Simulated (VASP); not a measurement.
Here is a VASP 6.6.1 calculation.

Contents of INCAR:

```
PREC = Accurate
ENCUT = 520
EDIFF = 1E-6
ISMEAR = 0
SIGMA = 0.1
LREAL = F
LASPH = T
NELM = 150
ALGO = Normal
ISIF = 2
LWAVE = F
LCHARG = F
ISPIN = 2
MAGMOM = 0 1 1 1 0
LORBIT = 11
LMAXMIX = 4
GGA = PE
NBANDS = 38
```

Contents of KPOINTS:

```
Automatic mesh
0
Gamma
  4 4 4
```

Contents of POSCAR:

```
ScTa3F
1.0
    4.0269344000      0.0000000000      0.0000000000
    0.0000000000      4.0269344000      0.0000000000
    0.0000000000      0.0000000000      6.0119049800
Sc Ta F
1 3 1
Direct
    0.0000000000      0.0000000000      0.5000000000
    0.5000000000      0.5000000000      0.2154877700
    0.5000000000      0.5000000000      0.7845122300
    0.0000000000      0.0000000000      0.0000000000
    0.5000000000      0.5000000000      0.5000000000
```

Potentials or basis: VASP PAW PBE potentials, release 64 (Sc_sv, Ta_pv, F).

Command:

```bash
$ cat potpaw_PBE.64/Sc_sv/POTCAR potpaw_PBE.64/Ta_pv/POTCAR potpaw_PBE.64/F/POTCAR > POTCAR
$ mpirun -np 1 vasp_std > vasp.out
```

(1) What does it give for the largest force?

(2) Predict the pressure.

(3) Estimate the net moment.

Answers

(1) 12.383 eV/Å.

(2) 13.5 GPa.

(3) 0.00 μB per cell.

Caveat: the k points lie up to 0.39 Å⁻¹ apart; forces of over 1 eV/Å act on the atoms, so gaps and moduli don't describe the material at rest.
